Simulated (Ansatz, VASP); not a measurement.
TaN: VASP beside Ansatz

Contents of INCAR:

```
SYSTEM = TaN
ALGO = Normal
EDIFF = 1E-6
ENCUT = 600
GGA = PS
GGA_COMPAT = .FALSE.
ISIF = 2
ISMEAR = 0
LASPH = .TRUE.
LCHARG = .TRUE.
LELF = .TRUE.
LREAL = .FALSE.
LVHAR = .TRUE.
LWAVE = .FALSE.
NBANDS = 16
NELM = 120
PREC = Accurate
SIGMA = 0.2
```

KPOINTS

```
k-points
0
G
  13 13 13
  0 0 0
```

File POSCAR:

```
TaN
1.0
    0.0000000000      2.1790000000      2.1790000000
    2.1790000000      0.0000000000      2.1790000000
    2.1790000000      2.1790000000      0.0000000000
Ta N
1 1
Direct
    0.5000000000      0.5000000000      0.5000000000
    0.0000000000      0.0000000000      0.0000000000
```

Input for Ansatz:

```yaml
crystal:
  lattice:
    - [0.0, 2.179, 2.179]
    - [2.179, 0.0, 2.179]
    - [2.179, 2.179, 0.0]
  atoms:
    - { symbol: Ta, position: [0.5, 0.5, 0.5] }
    - { symbol: "N", position: [0.0, 0.0, 0.0] }
basis:
  ecutwfc: 489.804952427784
kpoints:
  mp_grid:
    grid: [13, 13, 13]
hamiltonian:
  xc: pbesol
  pseudopotentials:
    kind: paw
scf:
  occupations:
    method: gaussian
    width: 0.2
output:
  stress: true
```

Alike in both runs: task single point; functional PBEsol; k mesh 13 × 13 × 13; occupations gaussian, width 0.2 eV; no spin polarisation.

|  | VASP | Ansatz |
| --- | --- | --- |
| version | VASP 6.6.1 | Ansatz 0.2.0 |
| potentials or method | VASP PAW PBE potentials, release 64 (Ta_sv_GW, N), cutoff 600 eV | plane waves, PAW |
| valence electrons in the cell | 18 | 18 |

```tsv
	VASP	Ansatz	Ansatz less VASP
pressure (GPa)	4.5	4.4	-0.11
```

VASP's potentials were made for PBE, not for PBEsol.

Spin-orbit coupling is off throughout.
